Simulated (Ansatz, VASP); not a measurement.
## Two plane-wave programs on Al

```
CELL_PARAMETERS angstrom
1.99136 -1.99136 0.00000
1.99136 0.00000 -1.99136
7.87885 7.87885 7.87885
ATOMIC_POSITIONS crystal
Al 0.66667 0.66667 0.08423
Al 0.00000 0.00000 0.92673
Al 0.33333 0.33333 0.25273
Al 0.66667 0.66667 0.58973
Al 0.00000 0.00000 0.42123
Al 0.33333 0.33333 0.75823
```

Alike in both runs: task single point; functional PBE; dispersion D3(BJ); k mesh 24 × 24 × 5; occupations gaussian, width 0.15 eV; no spin polarisation.

|  | VASP | Ansatz |
| --- | --- | --- |
| version | VASP 6.6.1 | Ansatz 0.2.0 |
| potentials or method | VASP PAW PBE potentials, release 64 (Al), cutoff 520 eV | scalar-relativistic, plane waves, PAW |
| valence electrons in the cell | 18 | 18 |

|  | VASP | Ansatz | Ansatz less VASP |
| --- | --- | --- | --- |
| gap on the k mesh at the Fermi level (eV) | none | none | - |
| pressure (GPa) | 1.1 | 1.1 | +0.04 |
| traceless stress, the component that is largest in VASP (GPa) | 0.45 | 0.45 | 0.000 |
| rms of the force components (eV/Å) | 0.185 | 0.185 | -0.0002 |

Atom by atom the forces differ by 0.000 eV/Å (rms over components). A gap of «none» marks a metal or a gap that the smearing closes.
